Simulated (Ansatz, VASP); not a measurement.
# SrO in VASP and in Ansatz

File INCAR:

```
SYSTEM = SrO
AGGAC = 1.0 ; AGGAX = 1.0
ALDAC = 0.0 ; ALDAX = 1.0
ALGO = Normal ; EDIFF = 1E-6
ENCUT = 520 ; GGA = B5
ISIF = 2 ; ISMEAR = 0
LASPH = .TRUE. ; LCHARG = .TRUE.
LELF = .TRUE. ; LREAL = .FALSE.
LVHAR = .TRUE. ; LWAVE = .FALSE.
NBANDS = 15 ; NELM = 80
PREC = Accurate ; SIGMA = 0.05
```

KPOINTS

```
k-points
0
G
  8 8 8
  0 0 0
```

File POSCAR:

```
SrO
1.0
    0.0000000000      2.6416183541      2.6416183541
    2.6416183541      0.0000000000      2.6416183541
    2.6416183541      2.6416183541      0.0000000000
Sr O
1 1
Direct
    0.5000000000      0.5000000000      0.5000000000
    0.0000000000      0.0000000000      0.0000000000
```

Input for Ansatz:

```yaml
crystal:
  lattice:
    - [0.0, 2.6416183541, 2.6416183541]
    - [2.6416183541, 0.0, 2.6416183541]
    - [2.6416183541, 2.6416183541, 0.0]
  atoms:
    - { symbol: Sr, position: [0.5, 0.5, 0.5] }
    - { symbol: O, position: [0.0, 0.0, 0.0] }
basis:
  ecutwfc: 420
  ecutrho_ratio: 4
kpoints:
  mp_grid: { grid: [8, 8, 8] }
hamiltonian:
  xc: blyp
scf:
  occupations: { method: gaussian, width: 0.05 }
output:
  forces: true
  stress: true
  eigenvalues: true
```

Alike in both runs: task single point; functional BLYP; k mesh 8 × 8 × 8; occupations gaussian, width 0.05 eV; no spin polarisation.

|  | VASP | Ansatz |
| --- | --- | --- |
| version | VASP 6.6.1 | Ansatz 0.2.0 |
| potentials or method | VASP PAW PBE potentials, release 64 (Sr_sv, O), cutoff 520 eV | scalar-relativistic, plane waves, PAW |
| valence electrons in the cell | 16 | 16 |

```tsv
	VASP	Ansatz	Ansatz less VASP
gap on the k mesh at the Fermi level (eV)	3.42	3.47	+0.051
least direct gap on the mesh (eV)	3.55	3.59	+0.043
pressure (GPa)	-1.1	-1.5	-0.40
```

VASP's potentials were made for PBE, not for BLYP. The functional is the same, so the differences come from potentials, cutoffs and numerics.
